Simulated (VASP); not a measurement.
Al3BAs4:

```xyz
8
Lattice="3.7495 0.0000 0.0000 -1.8748 3.2472 0.0000 0.0000 0.0000 12.3245" Properties=species:S:1:pos:R:3 pbc="T T T"
Al    0.0000    2.1648    6.1665
Al    1.8748    1.0824    3.0853
Al    1.8748    1.0824    9.2476
B     0.0000    2.1648    0.0042
As    0.0000    2.1648    2.3128
As    0.0000    2.1648    8.4751
As    1.8748    1.0824    5.3939
As    1.8748    1.0824   11.5562
```

* Program: VASP 6.6.1
* Task: relaxation of cell and atoms
* Functional: PBE
* Potentials or basis: VASP PAW PBE potentials, release 64 (Al, B, As)
* Cutoff: 600 eV
* k mesh: 6 × 6 × 2
* Occupations: gaussian, width 0.1 eV
* Spin: no spin polarisation

At the start: pressure 13.7 GPa; volume 18.76 Å³/atom.

Question: Where does the relaxation end?

Answer: Over 12 steps the energy falls by 179.8 meV/atom and the volume is 21.20 Å³/atom (+13.0 %); space group P3m1 (No. 156, to 0.1 Å) before and after.

Step by step:
```tsv
step	energy change (eV)	largest force (eV/Å)	pressure (GPa)	volume (Å³)
1	0.0000	3.0649	13.71	150.06
2	-0.9031	0.7073	-5.75	187.68
3	-1.1595	1.1770	-1.25	173.88
4	-1.1595	1.2045	-1.04	173.38
5	-1.2918	0.7149	-0.51	171.55
6	-1.3673	0.5176	0.63	168.86
7	-1.3682	0.4910	0.47	169.17
8	-1.4167	0.4550	-0.10	170.15
9	-1.4256	0.4182	-0.42	170.76
10	-1.4367	0.1154	0.13	169.35
11	-1.4375	0.0970	0.01	169.64
12	-1.4381	0.0148	0.02	169.60
```

Final structure:
```xyz
8
Lattice="3.8864 0.0000 0.0000 -1.9432 3.3657 0.0000 0.0000 0.0000 12.9659" Properties=species:S:1:pos:R:3 pbc="T T T"
Al    0.0000    2.2438    6.4914
Al    1.9432    1.1219    3.1071
Al    1.9432    1.1219    9.8772
B     0.0000    2.2438    0.0739
As    0.0000    2.2438    2.1841
As    0.0000    2.2438    8.9619
As    1.9432    1.1219    5.5742
As    1.9432    1.1219   12.3784
```
